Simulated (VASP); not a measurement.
Write the native input for VASP 6.6.1 that does the following.

```
Task                   : single point
Functional             : PBEsol
Potentials or basis    : VASP PAW PBE potentials, release 64 (Se)
Cutoff                 : 520 eV
k mesh                 : 8 × 8 × 4
Occupations            : fermi-dirac, width 0.05 eV
Spin                   : no spin polarisation
Dipole correction      : no
Further INCAR settings : ALGO = Normal; EDIFF = 1e-06; NBANDS = 13
```

The structure of Se lies in POSCAR:

```
Se
1.0
    1.4057924069     -4.0723847039      0.0000000000
    1.4057924069      4.0723847039      0.0000000000
    0.0000000000      0.0000000000      4.6515602580
Se
2
Direct
    0.9356550000      0.0643450000      0.2500000000
    0.0643450000      0.9356550000      0.7500000000
```

These files were run (other wordings do the same):

INCAR

```
SYSTEM = Se
  PREC = Accurate
  ENCUT = 520
  EDIFF = 1E-6
  ISMEAR = -1
  SIGMA = 0.05
  LREAL = .FALSE.
  LASPH = .TRUE.
  NELM = 80
  ALGO = Normal
  ISIF = 2
  LWAVE = .FALSE.
  LCHARG = .TRUE.
  GGA = PS
  LELF = .TRUE.
  LVHAR = .TRUE.
  NBANDS = 13
```

KPOINTS

```
Automatic mesh
0
G
  8 8 4
  0 0 0
```

Potentials or basis: VASP PAW PBE potentials, release 64 (Se).

Launch:

```console
$ cat potpaw_PBE.64/Se/POTCAR > POTCAR
$ mpirun -np 1 vasp_std > vasp.out
```

Results of the run:

```
Pressure               : -2.0 GPa
Largest force          : 0.177 eV/Å
Band gap on the k mesh : zero (band 6 reaches 4.90 eV, above the bottom of band 7 at 2.14 eV)
```

Caveat: the PAW data sets were made with another functional, which shifts forces and pressure a little.

Wall time 56 s on 1 thread of AMD EPYC 7R13 Processor (Zen 3) (shared host), peak memory 0.16 GiB.
